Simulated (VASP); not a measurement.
Wanted: the native input for a VASP 6.6.1 run.

| Quantity | Value |
| --- | --- |
| Task | single point |
| Functional | PBE |
| Dispersion | D3(BJ) |
| Potentials or basis | VASP PAW PBE potentials, release 64 (Si, O) |
| Cutoff | 520 eV |
| k mesh | 7 × 7 × 1 |
| Occupations | gaussian, width 0.05 eV |
| Spin | collinear spin, ferromagnetic start |
| Starting moments | [0.0, 0.0, 0.0, 0.0, 2.0] μB |
| Dipole correction | yes |
| Further INCAR settings | ALGO = Normal; EDIFF = 1e-07; NBANDS = 23 |

The structure of Si4O lies in POSCAR:

```
Si4O
1.0
    3.8333442603      0.0000000000      0.0000000000
    0.0000000000      3.8333442603      0.0000000000
    0.0000000000      0.0000000000     21.1034818054
Si O
4 1
Direct
    0.0000000000      0.5000000000      0.1895421825
    0.0000000000      0.0000000000      0.2537634268
    0.5000000000      0.0000000000      0.3207061911
    0.5000000000      0.5000000000      0.3839879068
    0.7500000000      1.0000000000      0.4882361072
```

One way to write it, as run:

INCAR

```
SYSTEM = Si4O
  PREC = Accurate
  ENCUT = 520
  EDIFF = 1E-7
  ISMEAR = 0
  SIGMA = 0.05
  LREAL = .False.
  LASPH = .True.
  NELM = 150
  ALGO = Normal
  ISIF = 2
  LWAVE = .False.
  LCHARG = .False.
  ISPIN = 2
  MAGMOM = 0 0 0 0 2
  LORBIT = 11
  LDIPOL = .True.
  IDIPOL = 3
  DIPOL = 0.5 0.5 0.327
  GGA = PE
  IVDW = 12
  NBANDS = 23
```

KPOINTS

```
Automatic mesh
0
Gamma
  7 7 1
  0 0 0
```

Potentials or basis: VASP PAW PBE potentials, release 64 (Si, O).

Run with:

```sh
$ cat potpaw_PBE.64/Si/POTCAR potpaw_PBE.64/O/POTCAR > POTCAR
$ mpirun -np 1 vasp_std > vasp.out
```

Results of the run:

| Property | Result |
| --- | --- |
| Largest force | 1.521 eV/Å |
| Net moment | 0.05 μB per cell |
| Site moments | Si -0.01, +0.00, -0.03 (each value once); O +0.16 μB |
| Valence electrons inside the program's atomic spheres | Si 1.58, 1.67, 1.53 (each value once); O 4.59 |
| Dispersion energy per atom | -0.201 eV |

Wall time 35 min on 1 thread of Intel(R) Xeon(R) Platinum 8488C (Sapphire Rapids) (shared host), peak memory 0.6 GiB.
